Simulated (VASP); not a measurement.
**Cl: single point with PBE**

Cl:

```
CELL_PARAMETERS angstrom
-1.75443 1.75443 1.75443
1.75443 -1.75443 1.75443
1.75443 1.75443 -1.75443
ATOMIC_POSITIONS crystal
Cl 0.00000 0.00000 0.00000
```

```yaml
Program: VASP 6.6.1
Task: single point
Functional: PBE
Potentials_or_basis: VASP PAW PBE potentials, release 64 (Cl)
Cutoff: 520 eV
k_mesh: 17 × 17 × 17
Occupations: fermi-dirac, width 0.1 eV
Spin: no spin polarisation
Dipole_correction: no
Further_INCAR_settings: ALGO = Normal; EDIFF = 1e-07; NBANDS = 10
```

```
Pressure : -0.1 GPa
```

Levels at points of the mesh, in eV from the Fermi level:
```
           k point  band 1  band 2  band 3  band 4  band 5  band 6  band 7  band 8
(0.00, 0.00, 0.00)  -15.29    0.64    0.64    0.64    9.67   14.13   14.13   14.13
```

Run time: 9 s on 1 thread of Intel(R) Xeon(R) Platinum 8559C (Emerald Rapids) (shared host), peak memory 0.15 GiB.

Caveat: an odd number of electrons without spin polarisation forces a metal; a magnetic or distorted state may lie lower.
